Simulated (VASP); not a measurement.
AlN: single point with PBE

The system is AlN.

```xyz
2
Lattice="0.0000 2.0189 2.0189 1.9014 0.0000 2.0189 1.9014 2.0189 0.0000" Properties=species:S:1:pos:R:3 pbc="T T T"
Al    0.0000    0.0000    0.0000
N     1.9014    2.0189    2.0189
```

This cell differs from its parent crystal: uniaxial x strain -5.8%.

| Quantity | Value |
| --- | --- |
| Program | VASP 6.6.1 |
| Task | single point |
| Functional | PBE |
| Potentials or basis | VASP PAW PBE potentials, release 64 (Al, N) |
| Cutoff | 520 eV |
| k mesh | 10 × 10 × 10 |
| Occupations | fermi-dirac, width 0.02 eV |
| Spin | no spin polarisation |
| Dipole correction | no |
| Further INCAR settings | ALGO = Normal; EDIFF = 1e-07; NBANDS = 11 |

```json
{"Pressure": "26.9 GPa", "Band gap on the k mesh": "4.65 eV (least direct gap 6.41 eV)"}
```

Stress tensor (GPa, compression positive):
```
45.13  0.00  0.00
 0.00 17.82  0.00
 0.00  0.00 17.82
```

Levels at points of the mesh, in eV from the valence-band top:
```
           k point  band 1  band 2  band 3  band 4  band 5  band 6  band 7  band 8  band 9
(0.00, 0.00, 0.00)  -18.30   -0.45    0.00    0.00    6.41   12.00   12.00   12.83   17.10
(0.50, 0.00, 0.00)  -14.77   -8.86   -1.48   -1.25    6.29   10.70   12.35   14.05   16.73
(0.50, 0.50, 0.00)  -13.89   -8.07   -3.32   -2.55    5.29    5.34   14.44   17.33   19.42
(0.00, 0.50, 0.50)  -13.38   -7.74   -3.43   -3.43    4.65    4.78   15.20   17.75   17.75
```

It took 15 s on 1 thread of AMD EPYC 7R13 Processor (Zen 3), with other jobs on the host, peak memory 0.11 GiB.

Caveat: the cell differs from its parent crystal (uniaxial x strain -5.8%); the cell stands under pressure. A k mesh can miss the band edges.
